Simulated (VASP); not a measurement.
# CuO in VASP: a series of runs

CuO is run at these levels: PBE; tasks: single point.

Program: VASP 6.6.1. These are calculated values, not measurements. Logs are shortened: lines on timing, memory, paths and dates and some standing lists are left out, and cuts for length are marked.

## 1. The cell of the first run

Symmetry: Pm-3m, No. 221, cubic system. Conventional cell: a = 2.569 Å, b = 2.569 Å, c = 2.569 Å, α = 90.00°, β = 90.00°, γ = 90.00°. Cu (site symmetry m-3m) has 8 O at 2.23 Å and 6 Cu at 2.57 Å within 2.9 Å. Within 2.9 Å of O (site symmetry m-3m) lie 8 Cu at 2.23 Å and 6 O at 2.57 Å.

## 2. Single point, PBE

Contents of INCAR:

```
PREC = Accurate
ENCUT = 520
EDIFF = 1E-6
ISMEAR = -1
SIGMA = 0.05
LREAL = F
LASPH = T
NELM = 80
ALGO = Normal
ISIF = 2
LWAVE = F
LCHARG = F
GGA = PE
NBANDS = 16
```

Contents of KPOINTS:

```
regular mesh
0
Gamma
  10 10 10
```

Contents of POSCAR:

```
CuO
1.0
    2.5694554113      0.0000000000      0.0000000000
    0.0000000000      2.5694554113      0.0000000000
    0.0000000000      0.0000000000      2.5694554113
Cu O
1 1
Direct
    0.0000000000      0.0000000000      0.0000000000
    0.5000000000      0.5000000000      0.5000000000
```

Potentials or basis: VASP PAW PBE potentials, release 64 (Cu, O).

Started as:

```bash
> cat potpaw_PBE.64/Cu/POTCAR potpaw_PBE.64/O/POTCAR > POTCAR
> mpirun -np 1 vasp_std > vasp.out
```

OUTCAR:

```text
PREC = Accurate
   ENCUT = 520
   EDIFF = 1E-6
   ISMEAR = -1
   LREAL = F
   LASPH = T
   NELM = 80
   ISIF = 2
   GGA = PE

 ion  position               nearest neighbor table
   1  0.000  0.000  0.000-   2 2.23   2 2.23   2 2.23   2 2.23   2 2.23   2 2.23   2 2.23   2 2.23

   2  0.500  0.500  0.500-   1 2.23   1 2.23   1 2.23   1 2.23   1 2.23   1 2.23   1 2.23   1 2.23

  LATTYP: Found a simple cubic cell.
 ALAT       =     2.5694554113

  Lattice vectors:

 A1 = (   2.5694554113,   0.0000000000,   0.0000000000)
 A2 = (   0.0000000000,   2.5694554113,   0.0000000000)
 A3 = (   0.0000000000,   0.0000000000,   2.5694554113)

Analysis of symmetry for initial positions (statically):
=====================================================================
 Subroutine PRICEL returns:
 Original cell was already a primitive cell.

 Routine SETGRP: Setting up the symmetry group for a
 simple cubic supercell.

 Subroutine GETGRP returns: Found 48 space group operations
 (whereof 48 operations were pure point group operations)
 out of a pool of 48 trial point group operations.

The static configuration has the point symmetry O_h .

Analysis of symmetry for dynamics (positions and initial velocities):
=====================================================================
 Subroutine PRICEL returns:
 Original cell was already a primitive cell.

 Routine SETGRP: Setting up the symmetry group for a
 simple cubic supercell.

 Subroutine GETGRP returns: Found 48 space group operations
 (whereof 48 operations were pure point group operations)
 out of a pool of 48 trial point group operations.

The dynamic configuration has the point symmetry O_h .

 Subroutine INISYM returns: Found 48 space group operations
 (whereof 48 operations are pure point group operations),
 and found     1 'primitive' translations

----------------------------------------------------------------------------------------

                                     Primitive cell

  volume of cell :      16.9638

  direct lattice vectors                    reciprocal lattice vectors
     2.569455411  0.000000000  0.000000000     0.389187528  0.000000000  0.000000000
     0.000000000  2.569455411  0.000000000     0.000000000  0.389187528  0.000000000
     0.000000000  0.000000000  2.569455411     0.000000000  0.000000000  0.389187528

  length of vectors
     2.569455411  2.569455411  2.569455411     0.389187528  0.389187528  0.389187528

  position of ions in fractional coordinates (direct lattice)
     0.000000000  0.000000000  0.000000000
     0.500000000  0.500000000  0.500000000

  ion indices of the primitive-cell ions
   primitive index   ion index
                 1           1
                 2           2

----------------------------------------------------------------------------------------

 KPOINTS: regular mesh

Automatic generation of k-mesh.
 Grid dimensions read from file:
 generate k-points for:   10   10   10

 Generating k-lattice:

  Cartesian coordinates                     Fractional coordinates (reciprocal lattice)
     0.038918753  0.000000000  0.000000000     0.100000000  0.000000000  0.000000000
     0.000000000  0.038918753  0.000000000     0.000000000  0.100000000  0.000000000
     0.000000000  0.000000000  0.038918753     0.000000000  0.000000000  0.100000000

  Length of vectors
     0.038918753  0.038918753  0.038918753

  Shift w.r.t. Gamma in fractional coordinates (k-lattice)
     0.000000000  0.000000000  0.000000000

 Subroutine IBZKPT returns following result:
 ===========================================

 Found     56 irreducible k-points:

 Following reciprocal coordinates:
            Coordinates               Weight
  0.000000  0.000000  0.000000      1.000000
  0.100000  0.000000  0.000000      6.000000
  0.200000  0.000000  0.000000      6.000000
  0.300000  0.000000  0.000000      6.000000
  0.400000  0.000000  0.000000      6.000000
  0.500000  0.000000  0.000000      3.000000
[... 16 lines left out ...]
  0.200000  0.100000  0.100000     24.000000
  0.300000  0.100000  0.100000     24.000000
 [... further k-points ...]
   k-points           NKPTS =     56   k-points in BZ     NKDIM =     56   number of bands    NBANDS=     16
   number of dos      NEDOS =    301   number of ions     NIONS =      2
   total plane-waves  NPLWV =   8000
   dimension x,y,z NGX =    20 NGY =   20 NGZ =   20
   dimension x,y,z NGXF=    40 NGYF=   40 NGZF=   40
   ions per type =               1   1
   NGX,Y,Z   is equivalent  to a cutoff of  12.94, 12.94, 12.94 a.u.
   NGXF,Y,Z  is equivalent  to a cutoff of  25.88, 25.88, 25.88 a.u.
 SYSTEM =  unknown system
   PREC   = accura    normal or accurate (medium, high low for compatibility)
   ISTART =      0    job   : 0-new  1-cont  2-samecut
   ICHARG =      2    charge: 1-file 2-atom 10-const
   ISPIN  =      1    spin polarized calculation?
   LNONCOLLINEAR =      F non collinear calculations
   LSORBIT =      F    spin-orbit coupling
   LASPH  =      T    aspherical Exc in radial PAW
   ENCUT  =  520.0 eV  38.22 Ry    6.18 a.u.   4.78  4.78  4.78*2*pi/ulx,y,z
   NELM   =     80;   NELMIN=  2; NELMDL= -5     # of ELM steps
   EDIFF  = 0.1E-05   stopping-criterion for ELM
   LREAL  =      F    real-space projection
   EDIFFG = 0.1E-04   stopping-criterion for IOM
   NSW    =      0    number of steps for IOM
   IBRION =     -1    ionic relax: 0-MD 1-quasi-New 2-CG
   NFREE  =      0    steps in history (QN), initial steepest desc. (CG)
   ISIF   =      2    stress and relaxation
   ISYM   =      2    0-nonsym 1-usesym 2-fastsym
   POTIM  = 0.5000    time-step for ionic-motion
   TEBEG  =    0.0;   TEEND  =   0.0 temperature during run
   PSTRESS=    0.0 pullay stress
   NELECT =      17.0000    total number of electrons
   NUPDOWN=      -1.0000    fix difference up-down
   EMIN   =  10.00;   EMAX   =-10.00  energy-range for DOS
   EFERMI =   0.00;   METHOD = LEGACY
   ISMEAR =    -1;   SIGMA  =   0.05  broadening in eV -4-tet -1-fermi 0-gaus
   EFERMI_NEDOS =   21; number of points for ismear=-14 and -15
   IALGO  =     38    algorithm
   IMIX   =      4    mixing-type and parameters
     AMIX     =   0.40;   BMIX     =  1.00
     AMIX_MAG =   1.60;   BMIX_MAG =  1.00
  volume/ion in A,a.u.               =       8.48        57.24
  Fermi-wavevector in a.u.,A,eV,Ry     =   1.638262  3.095866 36.516714  2.683903
  Thomas-Fermi vector in A             =   2.729264
   LORBIT       =      0    0 simple, 1 ext, 2 COOP (PROOUT), +10 PAW based schemes
   GGA     = PE    functional components
   LHFCALC =     F    Hartree Fock is set to
   AEXX    =    0.0000 exact exchange contribution
   IVDW    =     0    specifies the selected vdW correction
   LEPSILON=     F    determine dielectric tensor
   LRPA    =     F    only Hartree local field effects (RPA)
 non-spin polarized calculation
  energy-cutoff  :      520.00
  volume of cell :       16.96
 maximum number of plane-waves:       480
 NGX is ok and might be reduce to    20
   NGX =  9   NGY =  9   NGZ =  9

 number of electron      16.9999974 magnetization

 Free energy of the ion-electron system (eV)
  ---------------------------------------------------
  ext. energy  EPLUGINS =         0.00000000
  ---------------------------------------------------
  free energy    TOTEN  =        -8.55503184 eV

  energy without entropy =       -8.53163820  energy(sigma->0) =       -8.54333502

 E-fermi :   7.4002     XC(G=0): -13.2279

 val. band max:        7.3750755169   @ k =   0.5000   0.1000   0.0000
 cond. band min:       7.4078510120   @ k =   0.5000   0.4000   0.2000
 fundamental gap:      0.0327754951
 Fermi energy:         7.4001939427

 k-point     1 :       0.0000    0.0000    0.0000
  band No.  band energies     occupation
      1     -12.5333      2.00000
      2       3.8183      2.00000
      3       3.8183      2.00000
      4       5.3681      2.00000
      5       5.3681      2.00000
      6       5.3681      2.00000
[... 8 lines left out ...]
     15      28.1038      0.00000
     16      41.1403      0.00000

 k-point     2 :       0.1000    0.0000    0.0000
  band No.  band energies     occupation
      1     -12.4210      2.00000
      2       3.4584      2.00000
      3       3.8462      2.00000
      4       4.9250      2.00000
      5       4.9250      2.00000
      6       4.9871      2.00000
[... 8 lines left out ...]
     15      28.8389      0.00000
     16      38.4121      0.00000

 k-point     3 :       0.2000    0.0000    0.0000
  band No.  band energies     occupation
      1     -12.1088      2.00000
      2       2.1177      2.00000
      3       3.9201      2.00000
      4       4.4326      2.00000
      5       4.4326      2.00000
      6       5.0910      2.00000
[... 8 lines left out ...]
     15      30.7516      0.00000
     16      35.2500      0.00000

 k-point     4 :       0.3000    0.0000    0.0000
  band No.  band energies     occupation
      1     -11.6785      2.00000
      2       0.6018      2.00000
      3       4.0128      2.00000
      4       4.0487      2.00000
      5       4.0487      2.00000
      6       5.5661      2.00000
[... 8 lines left out ...]
     15      32.6465      0.00000
     16      33.4716      0.00000
[... 324 lines left out ...]
 k-point    22 :       0.1000    0.1000    0.1000
  band No.  band energies     occupation
      1     -12.2044      2.00000
      2       3.5310      2.00000
      3       3.5310      2.00000
      4       3.6638      2.00000
      5       5.0312      2.00000
      6       5.0312      2.00000
[... 8 lines left out ...]
     15      29.3187      0.00000
     16      36.4786      0.00000

 k-point    23 :       0.2000    0.1000    0.1000
  band No.  band energies     occupation
      1     -11.9077      2.00000
      2       2.2567      2.00000
      3       3.5515      2.00000
      4       3.8084      2.00000
      5       4.6067      2.00000
      6       5.2666      2.00000
[... 8 lines left out ...]
     15      31.3735      0.00000
     16      35.0813      0.00000

 k-point    24 :       0.3000    0.1000    0.1000
  band No.  band energies     occupation
      1     -11.5010      2.00000
      2       0.8474      2.00000
      3       3.5280      2.00000
      4       3.9400      2.00000
      5       4.3525      2.00000
      6       5.5019      2.00000
[... 8 lines left out ...]
     15      33.7598      0.00000
     16      34.1024      0.00000

 [... further k-points ...]

------------------------ aborting loop because EDIFF is reached ----------------------------------------

  FORCE on cell =-STRESS in cart. coord.  units (eV):
  Direction    XX          YY          ZZ          XY          YZ          ZX
  --------------------------------------------------------------------------------------
  -------------------------------------------------------------------------------------
  Total        1.6892078      1.6892078      1.6892078      0.0000000      0.0000000      0.0000000
  in kB      159.5403019    159.5403019    159.5403019      0.0000000      0.0000000      0.0000000
  external PRESSURE =     159.5403019 kB  Pullay stress =       0.0000000 kB

 VOLUME and BASIS-vectors are now :
 -----------------------------------------------------------------------------
  energy-cutoff  :      520.00
  volume of cell :       16.96
      direct lattice vectors                 reciprocal lattice vectors
     2.569455411  0.000000000  0.000000000     0.389187528  0.000000000  0.000000000
     0.000000000  2.569455411  0.000000000     0.000000000  0.389187528  0.000000000
     0.000000000  0.000000000  2.569455411     0.000000000  0.000000000  0.389187528

 POSITION                                       TOTAL-FORCE (eV/Angst)
 -----------------------------------------------------------------------------------
      0.00000      0.00000      0.00000         0.000000      0.000000      0.000000
      1.28473      1.28473      1.28473         0.000000      0.000000      0.000000
 -----------------------------------------------------------------------------------
    total drift:                               -0.000000      0.000000      0.000000

  FREE ENERGIE OF THE ION-ELECTRON SYSTEM (eV)
  ---------------------------------------------------
  free  energy   TOTEN  =        -8.5550318420 eV

  energy  without entropy=       -8.5316382032  energy(sigma->0) =       -8.54333502
```

Wall time 18 s (1 thread of AMD EPYC 7R43 (Zen 3), shared host); peak memory 0.08 GiB.

Results:

```yaml
Free_energy: -8.5550 eV
Pressure: 16.0 GPa
```

Caveat: an odd number of electrons without spin polarisation forces a metal; a magnetic or distorted state may lie lower; semilocal functionals often make such compounds metallic where correlation or magnetic order opens a gap, which also shifts bond lengths.

## 3. Single point, PBE

This run uses another cell than the first one, of 8.65 Å³/atom, 1.020 times its volume.

Contents of INCAR:

```
PREC     = Accurate       # precision mode
ENCUT    = 520            # plane-wave cutoff, eV
EDIFF    = 1E-7           # SCF threshold, eV
ISMEAR   = -1             # smearing method
SIGMA    = 0.05           # smearing width, eV
LREAL    = F              # projectors in reciprocal space
LASPH    = T              # aspherical terms in the spheres
NELM     = 80             # most SCF steps
ALGO     = Normal         # electronic algorithm
ISIF     = 2              # what is computed and relaxed
LWAVE    = F              # write WAVECAR
LCHARG   = T              # write CHGCAR
GGA      = PE             # functional
LELF     = T              # ELF
LVHAR    = T            
NBANDS   = 16             # bands
```

Contents of KPOINTS:

```
Automatic mesh
0
Gamma
  10 10 10
```

Contents of POSCAR:

```
CuO
1.0
    2.5861406542      0.0000000000      0.0000000000
    0.0000000000      2.5861406542      0.0000000000
    0.0000000000      0.0000000000      2.5861406542
Cu O
1 1
Direct
    0.0000000000      0.0000000000      0.0000000000
    0.5000000000      0.5000000000      0.5000000000
```

Potentials or basis: VASP PAW PBE potentials, release 64 (Cu, O).

Started as:

```bash
> cat potpaw_PBE.64/Cu/POTCAR potpaw_PBE.64/O/POTCAR > POTCAR
> mpirun -np 1 vasp_std > vasp.out
```

Run time: 17 s. Hardware: 1 thread of AMD EPYC 7R43 (Zen 3), shared host; peak memory 0.09 GiB.

Results (log left out):

| Quantity | Value |
| --- | --- |
| Free energy | -8.5840 eV |
| Pressure | 11.4 GPa |

Levels at points of the mesh, in eV from the Fermi level:
| k point | band 5 | band 6 | band 7 | band 8 | band 9 | band 10 | band 11 | band 12 | band 13 | band 14 |
| --- | --- | --- | --- | --- | --- | --- | --- | --- | --- | --- |
| (0.00, 0.00, 0.00) | -1.97 | -1.97 | -1.67 | -1.67 | -1.67 | 1.04 | 15.98 | 15.98 | 20.43 | 20.43 |
| (0.50, 0.00, 0.00) | -3.19 | -1.60 | -1.18 | 0.44 | 0.44 | 6.74 | 8.35 | 17.71 | 18.14 | 18.14 |
| (0.50, 0.50, 0.00) | -2.19 | -2.16 | -2.16 | -1.20 | -0.96 | 5.43 | 11.78 | 11.78 | 17.62 | 25.30 |
| (0.50, 0.50, 0.50) | -1.17 | -1.17 | 0.34 | 0.34 | 0.34 | 7.08 | 7.08 | 7.08 | 13.80 | 22.77 |

Caveat: an odd number of electrons without spin polarisation forces a metal; a magnetic or distorted state may lie lower; semilocal functionals often make such compounds metallic where correlation or magnetic order opens a gap, which also shifts bond lengths. With open d or f shells a metallic result of PBE can be an artefact of self-interaction; +U or a hybrid may open a gap.

## 4. Single point, PBE (atoms moved at random)

Contents of INCAR:

```
PREC = Accurate
ENCUT = 520
EDIFF = 1E-6
ISMEAR = -1
SIGMA = 0.05
LREAL = F
LASPH = T
NELM = 80
ALGO = Normal
ISIF = 2
LWAVE = F
LCHARG = F
GGA = PE
NBANDS = 16
```

Contents of KPOINTS:

```
regular mesh
0
Gamma
  10 10 10
```

Contents of POSCAR:

```
CuO
1.0
    2.5525506100      0.0000000000      0.0000000000
    0.0000000000      2.5525506100      0.0000000000
    0.0000000000      0.0000000000      2.5525506100
Cu O
1 1
Direct
    0.0128940000      0.0027470000     -0.0036670000
    0.4837610000      0.5022690000      0.5003640000
```

Started as:

```bash
> cat potpaw_PBE.64/Cu/POTCAR potpaw_PBE.64/O/POTCAR > POTCAR
> mpirun -np 1 vasp_std > vasp.out
```

It took 2 min on 1 thread of AMD EPYC 7R43 (Zen 3), shared host; peak memory 0.19 GiB.

The run converged. Its results:

* Free energy: -8.5085 eV
* Pressure: 21.6 GPa
* Largest force: 0.196 eV/Å

Forces on the atoms (eV/Å):
```
Cu  -0.194 -0.003  0.029
O    0.194  0.003 -0.029
```

Stress tensor (GPa, compression positive):
```
21.46  0.01 -0.04
 0.01 21.69  0.00
-0.04  0.00 21.68
```

Levels at points of the mesh, in eV from the Fermi level:
| k point | band 5 | band 6 | band 7 | band 8 | band 9 | band 10 | band 11 | band 12 | band 13 | band 14 |
| --- | --- | --- | --- | --- | --- | --- | --- | --- | --- | --- |
| (0.00, 0.00, 0.00) | -2.20 | -2.01 | -1.76 | -1.66 | -1.66 | 1.27 | 16.07 | 16.17 | 20.99 | 21.00 |
| (0.50, 0.00, 0.00) | -3.39 | -1.69 | -1.22 | 0.45 | 0.45 | 6.96 | 8.70 | 17.79 | 18.50 | 18.50 |
| (0.00, 0.50, 0.00) | -3.38 | -1.68 | -1.23 | 0.41 | 0.47 | 6.98 | 8.67 | 17.82 | 18.48 | 18.57 |
| (0.00, 0.00, 0.50) | -3.38 | -1.68 | -1.23 | 0.41 | 0.47 | 6.98 | 8.67 | 17.82 | 18.48 | 18.57 |
| (0.50, 0.50, 0.00) | -2.36 | -2.27 | -2.26 | -1.25 | -0.97 | 5.55 | 12.11 | 12.15 | 17.96 | 25.64 |
| (0.00, 0.50, 0.50) | -2.32 | -2.26 | -2.26 | -1.26 | -0.97 | 5.58 | 12.12 | 12.12 | 17.95 | 25.58 |
| (0.50, 0.00, 0.50) | -2.36 | -2.27 | -2.26 | -1.25 | -0.97 | 5.55 | 12.11 | 12.15 | 17.96 | 25.64 |
| (0.50, 0.50, 0.50) | -1.23 | -1.22 | 0.34 | 0.34 | 0.36 | 7.11 | 7.15 | 7.15 | 14.36 | 23.30 |

Caveat: the cell differs from its parent crystal (atoms moved at random); an odd number of electrons without spin polarisation forces a metal; a magnetic or distorted state may lie lower; semilocal functionals often make such compounds metallic where correlation or magnetic order opens a gap, which also shifts bond lengths.

## 5. The runs side by side

```csv
cell,gap on the mesh (eV),pressure (GPa)
"a = 2.569 Å, 2 atoms",none,16.0
"a = 2.586 Å, 2 atoms",none,11.4
"a = 2.553 Å, 2 atoms",none,21.6
```

Alike in all rows: task single point; level PBE; potentials or basis VASP PAW PBE potentials, release 64 (Cu, O); no spin polarisation; k mesh 10 × 10 × 10; cutoff (eV) 520; smearing fermi-dirac 0.05 eV.

Caveats: an odd number of electrons without spin polarisation forces a metal; a magnetic or distorted state may lie lower; semilocal functionals often make such compounds metallic where correlation or magnetic order opens a gap, which also shifts bond lengths.

Total energies depend on the potentials used, so only differences within one code and one set of settings carry meaning.
